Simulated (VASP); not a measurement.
# EuRe3 in VASP: a series of runs

Runs on EuRe3. Level: PBEsol. Tasks: single point.

Everything below comes from runs of VASP 6.6.1. Logs are shortened: lines on timing, memory, paths and dates and some standing lists are left out, and cuts for length are marked.

**1. The cell of the first run**

The structure is orthorhombic, space group Cmmm (No. 65). Conventional cell: a = 5.690 Å, b = 5.805 Å, c = 4.064 Å, α = 90.00°, β = 90.00°, γ = 90.00°. Eu (site symmetry mmm) has 12 Re at 2.84 to 2.90 Å within 3.7 Å. Within 3.7 Å of Re (site symmetry 2/m) lie 8 Re at 2.84 to 2.90 Å and 4 Eu at 2.87 Å. Re (site symmetry mmm) has 4 Eu at 2.84 to 2.90 Å and 8 Re at 2.87 Å within 3.7 Å.

**2. Single point, PBEsol, collinear spin, ferromagnetic start**

Contents of INCAR:

```
SYSTEM = EuRe3
PREC     = Accurate       ! precision mode
ENCUT    = 520            ! plane-wave cutoff, eV
EDIFF    = 1E-6           ! SCF threshold, eV
ISMEAR   = 0              ! smearing method
SIGMA    = 0.05           ! smearing width, eV
LREAL    = .False.        ! projectors in reciprocal space
LASPH    = .True.         ! aspherical terms in the spheres
NELM     = 150            ! most SCF steps
ALGO     = Normal         ! electronic algorithm
ISIF     = 2              ! what is computed and relaxed
LWAVE    = .False.        ! write WAVECAR
LCHARG   = .False.        ! write CHGCAR
ISPIN    = 2              ! spin polarisation
MAGMOM   = 6.77 0 0 0     ! initial moments
LORBIT   = 11             ! projections on sites
LMAXMIX  = 6              ! l up to which the mixer works
GGA      = PS             ! functional
NBANDS   = 31             ! bands
LUSENCCL = .False.
```

Contents of KPOINTS:

```
Automatic mesh
0
Gamma
  8 8 8
  0 0 0
```

Contents of POSCAR:

```
EuRe3
1.0
    4.0640769026      0.0000000000      0.0406407690
    0.0000000000      4.0640769026      0.0000000000
    0.0406407690      0.0000000000      4.0640769026
Eu Re
1 3
Direct
    0.0000000000      0.0000000000      0.0000000000
    0.0000000000      0.5000000000      0.5000000000
    0.5000000000      0.5000000000      0.0000000000
    0.5000000000      0.0000000000      0.5000000000
```

Potentials or basis: VASP PAW PBE potentials, release 64 (Eu, Re).

Started as:

```bash
cat potpaw_PBE.64/Eu/POTCAR potpaw_PBE.64/Re/POTCAR > POTCAR
mpirun -np 1 vasp_std > vasp.out
```

OUTCAR:

```text
SYSTEM = EuRe3
   PREC = Accurate
   ENCUT = 520
   EDIFF = 1E-6
   ISMEAR = 0
   LREAL = .False.
   LASPH = .True.
   NELM = 150
   ISIF = 2
   ISPIN = 2
   LORBIT = 11
   GGA = PS

 ion  position               nearest neighbor table
   1  0.000  0.000  0.000-   4 2.84   4 2.84   2 2.87   2 2.87   2 2.87   3 2.87   2 2.87   3 2.87
                             3 2.87   3 2.87   4 2.90   4 2.90
   2  0.000  0.500  0.500-   3 2.84   3 2.84   1 2.87   1 2.87   1 2.87   4 2.87   1 2.87   4 2.87
                             4 2.87   4 2.87   3 2.90   3 2.90
   3  0.500  0.500  0.000-   2 2.84   2 2.84   1 2.87   4 2.87   1 2.87   4 2.87   4 2.87   1 2.87
                             4 2.87   1 2.87   2 2.90   2 2.90
   4  0.500  0.000  0.500-   1 2.84   1 2.84   2 2.87   3 2.87   2 2.87   3 2.87   3 2.87   3 2.87
                             2 2.87   2 2.87   1 2.90   1 2.90

  LATTYP: Found a base centered orthorhombic cell.
 ALAT       =     5.6899979475
 B/A-ratio  =     1.0202020202
 C/A-ratio  =     0.7142492739

  Lattice vectors:

 A1 = (  -4.0640769026,   0.0000000000,  -0.0406407690)
 A2 = (   0.0406407690,   0.0000000000,   4.0640769026)
 A3 = (   0.0000000000,   4.0640769026,   0.0000000000)

Analysis of symmetry for initial positions (statically):
=====================================================================
 Subroutine PRICEL returns:
 Original cell was already a primitive cell.

 Routine SETGRP: Setting up the symmetry group for a
 base centered orthorhombic supercell.

 Subroutine GETGRP returns: Found  8 space group operations
 (whereof  8 operations were pure point group operations)
 out of a pool of  8 trial point group operations.

The static configuration has the point symmetry D_2h.

Analysis of symmetry for dynamics (positions and initial velocities):
=====================================================================
 Subroutine PRICEL returns:
 Original cell was already a primitive cell.

 Routine SETGRP: Setting up the symmetry group for a
 base centered orthorhombic supercell.

 Subroutine GETGRP returns: Found  8 space group operations
 (whereof  8 operations were pure point group operations)
 out of a pool of  8 trial point group operations.

The dynamic configuration has the point symmetry D_2h.

Analysis of structural, dynamic, and magnetic symmetry:
=====================================================================
 Subroutine PRICEL returns:
 Original cell was already a primitive cell.

 Routine SETGRP: Setting up the symmetry group for a
 base centered orthorhombic supercell.

 Subroutine GETGRP returns: Found  8 space group operations
 (whereof  8 operations were pure point group operations)
 out of a pool of  8 trial point group operations.

The overall configuration has the point symmetry D_2h.

 Subroutine INISYM returns: Found  8 space group operations
 (whereof  8 operations are pure point group operations),
 and found     1 'primitive' translations

----------------------------------------------------------------------------------------

                                     Primitive cell

  volume of cell :      67.1185

  direct lattice vectors                    reciprocal lattice vectors
     4.064076903  0.000000000  0.040640769     0.246082944  0.000000000 -0.002460829
     0.000000000  4.064076903  0.000000000     0.000000000  0.246058336  0.000000000
     0.040640769  0.000000000  4.064076903    -0.002460829  0.000000000  0.246082944

  length of vectors
     4.064280101  4.064076903  4.064280101     0.246095248  0.246058336  0.246095248

  position of ions in fractional coordinates (direct lattice)
     0.000000000  0.000000000  0.000000000
     1.000000000  0.500000000  0.500000000
     0.500000000  0.500000000  1.000000000
     0.500000000  0.000000000  0.500000000

  ion indices of the primitive-cell ions
   primitive index   ion index
                 1           1
                 2           2
                 3           3
                 4           4

----------------------------------------------------------------------------------------

 KPOINTS: Automatic mesh

Automatic generation of k-mesh.
 Grid dimensions read from file:
 generate k-points for:    8    8    8

 Generating k-lattice:

  Cartesian coordinates                     Fractional coordinates (reciprocal lattice)
     0.030760368  0.000000000 -0.000307604     0.125000000  0.000000000 -0.000000000
     0.000000000  0.030757292  0.000000000     0.000000000  0.125000000  0.000000000
    -0.000307604  0.000000000  0.030760368    -0.000000000  0.000000000  0.125000000

  Length of vectors
     0.030761906  0.030757292  0.030761906

  Shift w.r.t. Gamma in fractional coordinates (k-lattice)
     0.000000000  0.000000000  0.000000000

 Subroutine IBZKPT returns following result:
 ===========================================

 Found    105 irreducible k-points:

 Following reciprocal coordinates:
            Coordinates               Weight
  0.000000  0.000000  0.000000      1.000000
  0.125000  0.000000  0.000000      4.000000
  0.250000  0.000000  0.000000      4.000000
  0.375000  0.000000  0.000000      4.000000
  0.500000  0.000000  0.000000      2.000000
  0.000000  0.125000  0.000000      2.000000
[... 16 lines left out ...]
  0.250000  0.500000  0.000000      4.000000
  0.375000  0.500000  0.000000      4.000000
 [... further k-points ...]
   k-points           NKPTS =    105   k-points in BZ     NKDIM =    105   number of bands    NBANDS=     31
   number of dos      NEDOS =    301   number of ions     NIONS =      4
   total plane-waves  NPLWV =  27000
   dimension x,y,z NGX =    30 NGY =   30 NGZ =   30
   dimension x,y,z NGXF=    60 NGYF=   60 NGZF=   60
   ions per type =               1   3
   NGX,Y,Z   is equivalent  to a cutoff of  12.27, 12.27, 12.27 a.u.
   NGXF,Y,Z  is equivalent  to a cutoff of  24.54, 24.54, 24.54 a.u.
 SYSTEM =  EuRe3
   PREC   = accura    normal or accurate (medium, high low for compatibility)
   ISTART =      0    job   : 0-new  1-cont  2-samecut
   ICHARG =      2    charge: 1-file 2-atom 10-const
   ISPIN  =      2    spin polarized calculation?
   LNONCOLLINEAR =      F non collinear calculations
   LSORBIT =      F    spin-orbit coupling
   LASPH  =      T    aspherical Exc in radial PAW
   ENCUT  =  520.0 eV  38.22 Ry    6.18 a.u.   7.56  7.56  7.56*2*pi/ulx,y,z
   NELM   =    150;   NELMIN=  2; NELMDL= -5     # of ELM steps
   EDIFF  = 0.1E-05   stopping-criterion for ELM
   LREAL  =      F    real-space projection
   EDIFFG = 0.1E-04   stopping-criterion for IOM
   NSW    =      0    number of steps for IOM
   IBRION =     -1    ionic relax: 0-MD 1-quasi-New 2-CG
   NFREE  =      0    steps in history (QN), initial steepest desc. (CG)
   ISIF   =      2    stress and relaxation
   ISYM   =      2    0-nonsym 1-usesym 2-fastsym
   POTIM  = 0.5000    time-step for ionic-motion
   TEBEG  =    0.0;   TEEND  =   0.0 temperature during run
   PSTRESS=    0.0 pullay stress
   NELECT =      38.0000    total number of electrons
   NUPDOWN=      -1.0000    fix difference up-down
   EMIN   =  10.00;   EMAX   =-10.00  energy-range for DOS
   EFERMI =   0.00;   METHOD = LEGACY
   ISMEAR =     0;   SIGMA  =   0.05  broadening in eV -4-tet -1-fermi 0-gaus
   EFERMI_NEDOS =   21; number of points for ismear=-14 and -15
   IALGO  =     38    algorithm
   IMIX   =      4    mixing-type and parameters
     AMIX     =   0.40;   BMIX     =  1.00
     AMIX_MAG =   1.60;   BMIX_MAG =  1.00
  volume/ion in A,a.u.               =      16.78       113.23
  Fermi-wavevector in a.u.,A,eV,Ry     =   1.354322  2.559297 24.955643  1.834188
  Thomas-Fermi vector in A             =   2.481503
   LORBIT       =     11    0 simple, 1 ext, 2 COOP (PROOUT), +10 PAW based schemes
   GGA     = PS    functional components
   LHFCALC =     F    Hartree Fock is set to
   AEXX    =    0.0000 exact exchange contribution
   IVDW    =     0    specifies the selected vdW correction
   LEPSILON=     F    determine dielectric tensor
   LRPA    =     F    only Hartree local field effects (RPA)
 spin polarized calculation
 Gauss-broadening in eV      SIGMA  =   0.05
  energy-cutoff  :      520.00
  volume of cell :       67.12
 maximum number of plane-waves:      1825
   NGX = 15   NGY = 15   NGZ = 15

 number of electron      38.0000004 magnetization       6.0094257

 Free energy of the ion-electron system (eV)
  ---------------------------------------------------
  ext. energy  EPLUGINS =         0.00000000
  ---------------------------------------------------
  free energy    TOTEN  =       -47.79372888 eV

  energy without entropy =      -47.78447457  energy(sigma->0) =      -47.78910173

 E-fermi :   6.2461     XC(G=0): -13.2188

 val. band max:        6.2456405863   @ k =   0.3750   0.0000   0.2500
 cond. band min:       6.2466226964   @ k =   0.5000   0.2500   0.3750
 fundamental gap:      0.0009821101
 Fermi energy:         6.2460641035

 spin component 1

 k-point     1 :       0.0000    0.0000    0.0000
  band No.  band energies     occupation
      1     -34.2542      1.00000
      2     -12.9916      1.00000
      3     -12.9786      1.00000
      4     -12.9666      1.00000
      5      -1.8451      1.00000
      6       0.9435      1.00000
[... 23 lines left out ...]
     30      10.4050      0.00000
     31      13.0558      0.00000

 k-point     2 :       0.1250    0.0000    0.0000
  band No.  band energies     occupation
      1     -34.2514      1.00000
      2     -13.0417      1.00000
      3     -12.9891      1.00000
      4     -12.9860      1.00000
      5      -1.6029      1.00000
      6       1.1134      1.00000
[... 740 lines left out ...]
 k-point    24 :       0.3750    0.5000    0.0000
  band No.  band energies     occupation
      1     -34.2296      1.00000
      2     -13.2593      1.00000
      3     -13.2182      1.00000
      4     -13.0981      1.00000
      5       1.7882      1.00000
      6       2.5001      1.00000
[... 23 lines left out ...]
     30      11.2244      0.00000
     31      11.2451      0.00000

 [... further k-points ...]

 spin component 2

 k-point     1 :       0.0000    0.0000    0.0000
  band No.  band energies     occupation
      1     -31.4996      1.00000
      2     -11.0414      1.00000
      3     -11.0251      1.00000
      4     -11.0104      1.00000
      5      -1.7602      1.00000
      6       1.0335      1.00000
[... 23 lines left out ...]
     30      11.2029      0.00000
     31      13.4190      0.00000

 k-point     2 :       0.1250    0.0000    0.0000
  band No.  band energies     occupation
      1     -31.4960      1.00000
      2     -11.1111      1.00000
      3     -11.0395      1.00000
      4     -11.0363      1.00000
      5      -1.5110      1.00000
      6       1.2150      1.00000
[... 740 lines left out ...]
 k-point    24 :       0.3750    0.5000    0.0000
  band No.  band energies     occupation
      1     -31.4668      1.00000
      2     -11.4001      1.00000
      3     -11.3450      1.00000
      4     -11.1875      1.00000
      5       1.8521      1.00000
      6       2.6227      1.00000
[... 23 lines left out ...]
     30      11.4067      0.00000
     31      11.4893      0.00000

 [... further k-points ...]

------------------------ aborting loop because EDIFF is reached ----------------------------------------

  FORCE on cell =-STRESS in cart. coord.  units (eV):
  Direction    XX          YY          ZZ          XY          YZ          ZX
  --------------------------------------------------------------------------------------
  -------------------------------------------------------------------------------------
  Total        0.1396881      0.2835552      0.1396881      0.0000000      0.0000000      0.4606398
  in kB        3.3344776      6.7687103      3.3344776      0.0000000      0.0000000     10.9958726
  external PRESSURE =       4.4792219 kB  Pullay stress =       0.0000000 kB

 VOLUME and BASIS-vectors are now :
 -----------------------------------------------------------------------------
  energy-cutoff  :      520.00
  volume of cell :       67.12
      direct lattice vectors                 reciprocal lattice vectors
     4.064076903  0.000000000  0.040640769     0.246082944  0.000000000 -0.002460829
     0.000000000  4.064076903  0.000000000     0.000000000  0.246058336  0.000000000
     0.040640769  0.000000000  4.064076903    -0.002460829  0.000000000  0.246082944

 POSITION                                       TOTAL-FORCE (eV/Angst)
 -----------------------------------------------------------------------------------
      0.00000      0.00000      0.00000        -0.000000      0.000000      0.000000
      0.02032      2.03204      2.03204        -0.000000      0.000000      0.000000
      2.03204      2.03204      0.02032         0.000000      0.000000      0.000000
      2.05236      0.00000      2.05236         0.000000      0.000000      0.000000
 -----------------------------------------------------------------------------------
    total drift:                               -0.000000     -0.000000     -0.000000

  FREE ENERGIE OF THE ION-ELECTRON SYSTEM (eV)
  ---------------------------------------------------
  free  energy   TOTEN  =       -47.7937288813 eV

  energy  without entropy=      -47.7844745735  energy(sigma->0) =      -47.78910173

 total charge

# of ion       s       p       d       f       tot
--------------------------------------------------
    1        2.101   5.723   0.995   6.270  15.089
    2        0.626   0.457   4.819   0.000   5.903
    3        0.626   0.457   4.819   0.000   5.903
    4        0.626   0.457   4.820   0.000   5.903
--------------------------------------------------
tot          3.978   7.095  15.454   6.270  32.798

 magnetization (x)

# of ion       s       p       d       f       tot
--------------------------------------------------
    1        0.002  -0.078   0.112   6.081   6.117
    2       -0.007   0.010  -0.101   0.000  -0.098
    3       -0.007   0.010  -0.101   0.000  -0.098
    4       -0.007   0.010  -0.106   0.000  -0.103
--------------------------------------------------
tot         -0.018  -0.048  -0.195   6.081   5.820
```

Run time: 31 min. Hardware: 1 × NVIDIA H100 80GB with 1 thread of Intel Xeon Platinum 8481C at 2.70GHz (Sapphire Rapids), shared host; peak memory 1.4 GiB.

Results:

```
Free energy                                           : -47.7937 eV
Pressure                                              : 0.4 GPa
Band gap on the k mesh                                : zero (filled and empty bands overlap)
Net moment                                            : 6.01 μB per cell
Site moments                                          : Eu +6.12; Re -0.10 μB
Valence electrons inside the program's atomic spheres : Eu 15.09; Re 5.90
```

Stress tensor (GPa, compression positive):
```
0.33 0.00 1.10
0.00 0.68 0.00
1.10 0.00 0.33
```

Caveat: the PAW data sets were made with another functional, which shifts forces and pressure a little; spin-orbit coupling is left out, which moves the levels of the heavy elements; semilocal functionals describe open f shells poorly, which spoils levels, moments and volumes. The state reached can hang on the start; a lower one may exist.

(Continued in part 2 of 2.)
